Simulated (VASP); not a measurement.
Wanted: the native input for a VASP 6.6.1 run.

```
Task                   : single point
Functional             : PBE
Potentials or basis    : VASP PAW PBE potentials, release 64 (Mn_pv, O)
Cutoff                 : 520 eV
k mesh                 : 14 × 14 × 14
Occupations            : fermi-dirac, width 0.05 eV
Spin                   : collinear spin, ferromagnetic start
Starting moments       : [4.0, 0.0] μB
Dipole correction      : no
Further INCAR settings : ALGO = Normal; EDIFF = 1e-06; NBANDS = 20
```

The structure of MnO (zincblende type) lies in POSCAR:

```
MnO
1.0
    0.0000000000      2.4001540386      2.4001540386
    2.4001540386      0.0000000000      2.4001540386
    2.4001540386      2.4001540386      0.0000000000
Mn O
1 1
Direct
    0.0000000000      0.0000000000      0.0000000000
    0.2500000000      0.2500000000      0.2500000000
```

One way to write it, as run:

INCAR

```
SYSTEM = MnO
  PREC = Accurate
  ENCUT = 520
  EDIFF = 1E-6
  ISMEAR = -1
  SIGMA = 0.05
  LREAL = .FALSE.
  LASPH = .TRUE.
  NELM = 150
  ALGO = Normal
  ISIF = 2
  LWAVE = .FALSE.
  LCHARG = .FALSE.
  ISPIN = 2
  MAGMOM = 4 0
  LORBIT = 11
  LMAXMIX = 4
  GGA = PE
  NBANDS = 20
```

KPOINTS

```
regular mesh
0
G
  14 14 14
  0 0 0
```

Potentials or basis: VASP PAW PBE potentials, release 64 (Mn_pv, O).

Command:

```bash
$ cat potpaw_PBE.64/Mn_pv/POTCAR potpaw_PBE.64/O/POTCAR > POTCAR
$ mpirun -np 1 vasp_std > vasp.out
```

It gave:

| Quantity | Value |
| --- | --- |
| Pressure | 0.3 GPa |
| Band gap on the k mesh | zero (filled and empty bands overlap) |
| Net moment | 5.00 μB per cell |
| Site moments | Mn +4.42; O +0.19 μB |
| Valence electrons inside the program's atomic spheres | Mn 11.38; O 5.00 |

Caveat: a cell with one magnetic atom can't hold antiferromagnetic order, which such compounds often take; semilocal functionals often make such compounds metallic where correlation or magnetic order opens a gap, which also shifts bond lengths.

It took 7.4 min on 1 thread of Intel Xeon 8259CL, with other jobs on the host, peak memory 0.23 GiB.
